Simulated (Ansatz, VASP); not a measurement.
# Two plane-wave programs on AlSiN

Contents of INCAR:

```
PREC = Accurate ; ENCUT = 600
EDIFF = 1E-7 ; ISMEAR = 0
SIGMA = 0.1 ; LREAL = F
LASPH = T ; NELM = 120
ALGO = Normal ; ISIF = 3
LWAVE = F ; LCHARG = F
GGA = PE ; IBRION = 2
NSW = 100 ; EDIFFG = -0.01
GGA_COMPAT = F ; NELMIN = 4
```

File KPOINTS:

```
regular mesh
0
Gamma
  18 18 8
```

File POSCAR:

```
AlSiN
1.0
    3.0619703662      0.0000000000      0.0000000000
   -1.5309851831      2.6517441227      0.0000000000
    0.0000000000      0.0000000000      6.4272421218
Al Si N
1 1 1
Direct
    0.6666666667      0.3333333333      0.5000000000
    0.0000000000      0.0000000000      0.0000000000
    0.3333333333      0.6666666667      0.5000000000
```

Input for Ansatz:

```yaml
crystal:
  lattice:
    - [3.0619703662, 0.0, 0.0]
    - [-1.5309851831, 2.6517441227, 0.0]
    - [0.0, 0.0, 6.4272421218]
  atoms:
    - { symbol: Al, position: [0.6666666667, 0.3333333333, 0.5] }
    - { symbol: Si, position: [0.0, 0.0, 0.0] }
    - { symbol: "N", position: [0.3333333333, 0.6666666667, 0.5] }
basis:
  ecutwfc: 420
kpoints:
  mp_grid: { grid: [18, 18, 8] }
hamiltonian:
  xc: pbe
scf:
  occupations: { method: gaussian, width: 0.1 }
output:
  forces: true
  stress: true
  eigenvalues: true
relax:
  adjacent_minimum: "off"
  f_tol: 0.01
  max_steps: 80
  cell: { stress_tol: 0.05 }
```

Change from the starting cell: species swapped into the CeCuSi type (P-6m2, No. 187).

Alike in both runs: task relaxation of cell and atoms; functional PBE; k mesh 18 × 18 × 8; occupations gaussian, width 0.1 eV; no spin polarisation.

|  | VASP | Ansatz |
| --- | --- | --- |
| version | VASP 6.6.1 | Ansatz 0.2.0 |
| potentials or method | VASP PAW PBE potentials, release 64 (Al, Si, N), cutoff 600 eV | scalar-relativistic, plane waves, PAW |
| valence electrons in the cell | 12 | 12 |

```tsv
	VASP	Ansatz	Ansatz less VASP
gap on the k mesh at the Fermi level, each at its own relaxed structure (eV)	none	none	-
relaxed volume (Å³/atom)	18.47	18.55	+0.081
relaxed length of the cell vector where the two differ most in proportion (Å)	6.855	6.885	+0.0301
```

A gap of «none» marks a metal or a gap that the smearing closes.
